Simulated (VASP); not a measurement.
Set up this calculation in VASP 6.6.1, as the native input.

| Item | Value |
| --- | --- |
| Task | relaxation of the atoms |
| Functional | PBE |
| Potentials or basis | VASP PAW PBE potentials, release 64 (La, O) |
| Cutoff | 520 eV |
| k mesh | 6 × 6 × 4 |
| Occupations | gaussian, width 0.01 eV |
| Spin | no spin polarisation |
| Dipole correction | no |
| Further INCAR settings | ALGO = Normal; EDIFF = 1e-06; IBRION = 2; EDIFFG = -0.003; NSW = 80 |

The structure of La2O3 (A-type lanthanum oxide) lies in POSCAR:

```
La2O3
1.0
    3.9380000000      0.0000000000      0.0000000000
   -1.9690000000      3.4104080401      0.0000000000
    0.0000000000      0.0000000000      6.1360000000
La O
2 3
Direct
    0.3333333333      0.6666666667      0.2454000000
    0.6666666667      0.3333333333      0.7546000000
    0.3333333333      0.6666666667      0.6471000000
    0.6666666667      0.3333333333      0.3529000000
    0.0000000000      0.0000000000      0.0000000000
```

The input as run:

INCAR

```
SYSTEM = La2O3
PREC     = Accurate       ! precision mode
ENCUT    = 520            ! plane-wave cutoff, eV
EDIFF    = 1E-6           ! SCF threshold, eV
ISMEAR   = 0              ! smearing method
SIGMA    = 0.01           ! smearing width, eV
LREAL    = .FALSE.        ! projectors in reciprocal space
LASPH    = .TRUE.         ! aspherical terms in the spheres
NELM     = 60             ! most SCF steps
ALGO     = Normal         ! electronic algorithm
ISIF     = 2              ! what is computed and relaxed
LWAVE    = .FALSE.        ! write WAVECAR
LCHARG   = .FALSE.        ! write CHGCAR
GGA      = PE             ! functional
IBRION   = 2              ! ionic algorithm
NSW      = 80             ! ionic steps
EDIFFG   = -0.003         ! ionic threshold
```

KPOINTS

```
Automatic mesh
0
G
  6 6 4
  0 0 0
```

Potentials or basis: VASP PAW PBE potentials, release 64 (La, O).

Command:

```bash
$ cat potpaw_PBE.64/La/POTCAR potpaw_PBE.64/O/POTCAR > POTCAR
$ mpirun -np 1 vasp_std > vasp.out
```

Results of the run:

The energy gained by relaxing is 0.2 meV/atom and the ionic steps are 5. The pressure after relaxing is 0.7 GPa and the band gap on the k mesh is 3.85 eV, indirect (least direct gap 3.98 eV).

Caveat: spin-orbit coupling is left out, which moves the levels of the heavy elements.

Wall time 3 min on 1 thread of AMD EPYC 7R13 Processor (Zen 3), with other jobs on the host, peak memory 0.2 GiB.
